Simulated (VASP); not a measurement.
# AlN (F-43m) in VASP: a series of runs

Runs on AlN. Level: LDA. Tasks: elastic constants.

Everything below comes from runs of VASP 6.6.1. Logs are shortened: lines on timing, memory, paths and dates and some standing lists are left out, and cuts for length are marked.

## 1. The cell of the first run

Symmetry: F-43m, No. 216, cubic system. The conventional cell has a = 4.336 Å, b = 4.336 Å, c = 4.336 Å, α = 90.00°, β = 90.00°, γ = 90.00°. Within 2.5 Å of Al (site symmetry -43m) lie 4 N at 1.88 Å. N (site symmetry -43m) has 4 Al at 1.88 Å within 2.5 Å.

## 2. Elastic constants, LDA

The input, INCAR:

```
SYSTEM = AlN
PREC = Accurate
ENCUT = 600
EDIFF = 1E-8
ISMEAR = 0
SIGMA = 0.01
LREAL = .False.
LASPH = .True.
NELM = 100
ALGO = Normal
ISIF = 3
LWAVE = .False.
LCHARG = .False.
IBRION = 6
NFREE = 2
POTIM = 0.015
NSW = 1
```

The input, KPOINTS:

```
Automatic mesh
0
Gamma
  10 10 10
  0 0 0
```

The input, POSCAR:

```
AlN
1.0
    0.0000000000      2.1678255654      2.1678255654
    2.1678255654      0.0000000000      2.1678255654
    2.1678255654      2.1678255654      0.0000000000
Al N
1 1
Direct
    0.0000000000      0.0000000000      0.0000000000
    0.2500000000      0.2500000000      0.2500000000
```

Potentials or basis: VASP PAW LDA potentials, release 64 (Al, N).

Command:

```bash
$ cat potpaw_LDA.64/Al/POTCAR potpaw_LDA.64/N/POTCAR > POTCAR
$ mpirun -np 1 vasp_std > vasp.out
```

OUTCAR:

```text
SYSTEM = AlN
   PREC = Accurate
   ENCUT = 600
   EDIFF = 1E-8
   ISMEAR = 0
   LREAL = .False.
   LASPH = .True.
   NELM = 100
   ISIF = 3
   IBRION = 6
   NFREE = 2
   POTIM = 0.015
   NSW = 1

 ion  position               nearest neighbor table
   1  0.000  0.000  0.000-   2 1.88   2 1.88   2 1.88   2 1.88
   2  0.250  0.250  0.250-   1 1.88   1 1.88   1 1.88   1 1.88

  LATTYP: Found a face centered cubic cell.
 ALAT       =     4.3356511308

  Lattice vectors:

 A1 = (   0.0000000000,   2.1678255654,   2.1678255654)
 A2 = (   2.1678255654,   0.0000000000,   2.1678255654)
 A3 = (   2.1678255654,   2.1678255654,   0.0000000000)

Analysis of symmetry for initial positions (statically):
=====================================================================
 Subroutine PRICEL returns:
 Original cell was already a primitive cell.

 Routine SETGRP: Setting up the symmetry group for a
 face centered cubic supercell.

 Subroutine GETGRP returns: Found 24 space group operations
 (whereof 24 operations were pure point group operations)
 out of a pool of 48 trial point group operations.

The static configuration has the point symmetry T_d .

Analysis of symmetry for dynamics (positions and initial velocities):
=====================================================================
 Subroutine PRICEL returns:
 Original cell was already a primitive cell.

 Routine SETGRP: Setting up the symmetry group for a
 face centered cubic supercell.

 Subroutine GETGRP returns: Found 24 space group operations
 (whereof 24 operations were pure point group operations)
 out of a pool of 48 trial point group operations.

The dynamic configuration has the point symmetry T_d .

 Subroutine INISYM returns: Found 24 space group operations
 (whereof 24 operations are pure point group operations),
 and found     1 'primitive' translations

----------------------------------------------------------------------------------------

                                     Primitive cell

  volume of cell :      20.3753

  direct lattice vectors                    reciprocal lattice vectors
     0.000000000  2.167825565  2.167825565    -0.230645864  0.230645864  0.230645864
     2.167825565  0.000000000  2.167825565     0.230645864 -0.230645864  0.230645864
     2.167825565  2.167825565  0.000000000     0.230645864  0.230645864 -0.230645864

  length of vectors
     3.065768315  3.065768315  3.065768315     0.399490355  0.399490355  0.399490355

  position of ions in fractional coordinates (direct lattice)
     0.000000000  0.000000000  0.000000000
     0.250000000  0.250000000  0.250000000

  ion indices of the primitive-cell ions
   primitive index   ion index
                 1           1
                 2           2

----------------------------------------------------------------------------------------

 KPOINTS: Automatic mesh

Automatic generation of k-mesh.
 Grid dimensions read from file:
 generate k-points for:   10   10   10

 Generating k-lattice:
[... 102 lines left out ...]

 number of electron       8.0000000 magnetization

 Free energy of the ion-electron system (eV)
  ---------------------------------------------------
  ext. energy  EPLUGINS =         0.00000000
  ---------------------------------------------------
  free energy    TOTEN  =       -16.37531637 eV

  energy without entropy =      -16.37531637  energy(sigma->0) =      -16.37531637

------------------------ aborting loop because EDIFF is reached ----------------------------------------

  FORCE on cell =-STRESS in cart. coord.  units (eV):
  Direction    XX          YY          ZZ          XY          YZ          ZX
  --------------------------------------------------------------------------------------
  -------------------------------------------------------------------------------------
  Total        0.1958611      0.1958611      0.1958611     -0.0000000      0.0000000      0.0000000
  in kB       15.4012453     15.4012453     15.4012453     -0.0000000      0.0000000      0.0000000
  external PRESSURE =      15.4012453 kB  Pullay stress =       0.0000000 kB
[... 89 lines left out ...]
  FREE ENERGIE OF THE ION-ELECTRON SYSTEM (eV)
  ---------------------------------------------------
  free  energy   TOTEN  =       -16.3679993247 eV

  energy  without entropy=      -16.3679993247  energy(sigma->0) =      -16.36799932

[... ionic steps 4 to 14 ...]

--------------------------------------- Ionic step       15  -------------------------------------------

 number of electron       8.0000000 magnetization

------------------------ aborting loop because EDIFF is reached ----------------------------------------
[... 67 lines left out ...]
--------------------------------------- Ionic step       17  -------------------------------------------

 number of electron       8.0000000 magnetization

 Free energy of the ion-electron system (eV)
  ---------------------------------------------------
  ext. energy  EPLUGINS =         0.00000000
  ---------------------------------------------------
  free energy    TOTEN  =       -16.37357970 eV

  energy without entropy =      -16.37357970  energy(sigma->0) =      -16.37357970

 E-fermi :   6.0160     XC(G=0): -11.3637

 val. band max:        5.9604403154   @ k =   0.0000   0.0000   0.0000
 cond. band min:       9.1532336248   @ k =   0.5000   0.5000   0.0000
 fundamental gap:      3.1927933094
 Fermi energy:         6.0160206382

 k-point     1 :       0.0000    0.0000    0.0000
  band No.  band energies     occupation
      1      -9.0340      2.00000
      2       5.8806      2.00000
      3       5.9209      2.00000
      4       5.9604      2.00000
      5      10.3550      0.00000
      6      18.4693      0.00000
      7      18.4746      0.00000
      8      18.4793      0.00000
[... 243 lines left out ...]
 k-point    24 :       0.4000    0.3000    0.0000
  band No.  band energies     occupation
      1      -6.9034      2.00000
      2       1.7008      2.00000
      3       4.1848      2.00000
      4       4.4836      2.00000
      5      10.7889      0.00000
      6      15.4057      0.00000
      7      18.2812      0.00000
      8      20.5408      0.00000

 [... further k-points ...]
[... 5 lines left out ...]
  --------------------------------------------------------------------------------------
  -------------------------------------------------------------------------------------
  Total        0.1956918      0.2018303      0.2018303      0.0000000      0.1493020      0.0000000
  in kB       15.3879323     15.8706239     15.8706239      0.0000000     11.7401384      0.0000000
  external PRESSURE =      15.7097267 kB  Pullay stress =       0.0000000 kB
[... 17 lines left out ...]
  FREE ENERGIE OF THE ION-ELECTRON SYSTEM (eV)
  ---------------------------------------------------
  free  energy   TOTEN  =       -16.3735796962 eV

  energy  without entropy=      -16.3735796962  energy(sigma->0) =      -16.37357970

 INTERNAL STRAIN TENSORS FROM STRAINED CELLS
 ============================================

 INTERNAL STRAIN TENSOR FOR ION    1 for displacements in x,y,z  (eV/Angst):
          X           Y           Z          XY          YZ          ZX
  --------------------------------------------------------------------------------
  x    -0.00000    -0.00000    -0.00000     0.00000     9.96207     0.00000
  y    -0.00000     0.00000    -0.00000     0.00000     0.00000     9.96041
  z    -0.00000    -0.00000    -0.00000     9.96124     0.00000     0.00000

 INTERNAL STRAIN TENSORS FROM DISPLACED ATOMS
 ============================================

 INTERNAL STRAIN TENSOR FOR ION    1 for displacements in x,y,z  (eV/Angst):
          X           Y           Z          XY          YZ          ZX
  --------------------------------------------------------------------------------
  x    -0.00000     0.00000     0.00000     0.00000     9.96819     0.00000
  y     0.00000    -0.00000     0.00000     0.00000     0.00000     9.96819
  z     0.00000     0.00000    -0.00000     9.96819     0.00000     0.00000

 INTERNAL STRAIN TENSOR FOR ION    2 for displacements in x,y,z  (eV/Angst):
          X           Y           Z          XY          YZ          ZX
  --------------------------------------------------------------------------------
  x     0.00000    -0.00000    -0.00000     0.00000    -9.95266     0.00000
  y    -0.00000     0.00000    -0.00000     0.00000     0.00000    -9.95266
  z    -0.00000    -0.00000     0.00000    -9.95266     0.00000     0.00000

 Eigenvectors and eigenvalues of the dynamical matrix
 ----------------------------------------------------

   1 f  =   20.230688 THz   127.113164 2PiTHz  674.823129 cm-1    83.667367 meV
             X         Y         Z           dx          dy          dz
      0.000000  0.000000  0.000000     0.000000    0.584521    0.000000
      1.083913  1.083913  1.083913     0.000000   -0.811379    0.000000
[... 21 lines left out ...]
   6 f/i=    0.000574 THz     0.003608 2PiTHz    0.019156 cm-1     0.002375 meV
             X         Y         Z           dx          dy          dz
      0.000000  0.000000  0.000000     0.000000    0.000000    0.811379
      1.083913  1.083913  1.083913     0.000000    0.000000    0.584521

--------------------------------------------------------------------------------------------------------

 ELASTIC MODULI CONTR FROM IONIC RELAXATION (kBar)
 Direction    XX          YY          ZZ          XY          YZ          ZX
 --------------------------------------------------------------------------------
 XX          -0.0000      0.0000      0.0000     -0.0000      0.0000     -0.0000
 YY           0.0000     -0.0000     -0.0000     -0.0000     -0.0000      0.0000
 ZZ           0.0000     -0.0000     -0.0000      0.0000     -0.0000     -0.0000
 XY          -0.0000     -0.0000      0.0000   -505.3719      0.0000      0.0000
 YZ           0.0000     -0.0000     -0.0000      0.0000   -505.3719      0.0000
 ZX          -0.0000      0.0000     -0.0000      0.0000      0.0000   -505.3719
 --------------------------------------------------------------------------------

 TOTAL ELASTIC MODULI (kBar)
 Direction    XX          YY          ZZ          XY          YZ          ZX
 --------------------------------------------------------------------------------
 XX        3033.7678   1712.9798   1712.9798     -0.0000      0.0000     -0.0000
 YY        1712.9798   3033.7678   1712.9798     -0.0000     -0.0000      0.0000
 ZZ        1712.9798   1712.9798   3033.7678      0.0000     -0.0000      0.0000
 XY          -0.0000     -0.0000      0.0000   1890.2311      0.0000     -0.0000
 YZ           0.0000     -0.0000     -0.0000      0.0000   1890.2311      0.0000
 ZX          -0.0000      0.0000      0.0000     -0.0000      0.0000   1890.2311
 --------------------------------------------------------------------------------
```

It took 11 min on 1 thread of Intel Xeon 8259CL, shared host; peak memory 0.21 GiB.

Results:

```yaml
Elastic_constants_C11_C12_C44: 303, 171, 189 GPa
Voigt_bulk_modulus: 215 GPa
Highest_phonon_frequency_at_Γ_LO-TO_splitting_left_out: 675 cm⁻¹
```

Phonon frequencies in cm⁻¹ (negative: imaginary):
| q point | frequencies |
| --- | --- |
| (0.000, 0.000, 0.000) | 0 0 0 675 675 675 |

Elastic tensor in Voigt notation (GPa, in the Cartesian axes of the cell as first typed):
```
303 171 171   0   0   0
171 303 171   0   0   0
171 171 303   0   0   0
  0   0   0 189   0   0
  0   0   0   0 189   0
  0   0   0   0   0 189
```

Clamped-ion elastic tensor (GPa):
```
303 171 171   0   0   0
171 303 171   0   0   0
171 171 303   0   0   0
  0   0   0 240   0   0
  0   0   0   0 240   0
  0   0   0   0   0 240
```

Caveat: the cell is under stress, which shifts elastic constants.

## 3. Elastic constants, LDA

This run uses another cell than the first one, of 10.23 Å³/atom.

The input, INCAR:

```
SYSTEM = AlN
PREC = Accurate ; ENCUT = 600
EDIFF = 1E-8 ; ISMEAR = 0
SIGMA = 0.01 ; LREAL = .False.
LASPH = .True. ; NELM = 80
ALGO = Normal ; ISIF = 3
LWAVE = .False. ; LCHARG = .False.
GGA = CA ; NBANDS = 11
IBRION = 6 ; NFREE = 2
POTIM = 0.015 ; NSW = 1
```

The input, KPOINTS:

```
regular mesh
0
Gamma
  10 10 10
  0 0 0
```

The input, POSCAR:

```
AlN
1.0
    0.0000000000      2.1711476922      2.1711476922
    2.1711476922      0.0000000000      2.1711476922
    2.1711476922      2.1711476922      0.0000000000
Al N
1 1
Direct
    0.0000000000      0.0000000000      0.0000000000
    0.2500000000      0.2500000000      0.2500000000
```

Potentials or basis: VASP PAW LDA potentials, release 64 (Al, N).

Command:

```bash
$ cat potpaw_LDA.64/Al/POTCAR potpaw_LDA.64/N/POTCAR > POTCAR
$ mpirun -np 1 vasp_std > vasp.out
```

It took 20 min on 1 thread of Intel Xeon 8259CL, shared host; peak memory 0.22 GiB.

It converged, with:

```yaml
Elastic_constants_C11_C12_C44: 301, 168, 188 GPa
Voigt_bulk_modulus: 212 GPa
Highest_phonon_frequency_at_Γ_LO-TO_splitting_left_out: 670 cm⁻¹
```

Phonon frequencies in cm⁻¹ (negative: imaginary):
```tsv
q point	frequencies
(0.000, 0.000, 0.000)	0 0 0 670 670 670
```

Elastic tensor in Voigt notation (GPa, in the Cartesian axes of the cell as first typed):
```
301 168 168   0   0   0
168 301 168   0   0   0
168 168 301   0   0   0
  0   0   0 188   0   0
  0   0   0   0 188   0
  0   0   0   0   0 188
```

Clamped-ion elastic tensor (GPa):
```
301 168 168   0   0   0
168 301 168   0   0   0
168 168 301   0   0   0
  0   0   0 236   0   0
  0   0   0   0 236   0
  0   0   0   0   0 236
```
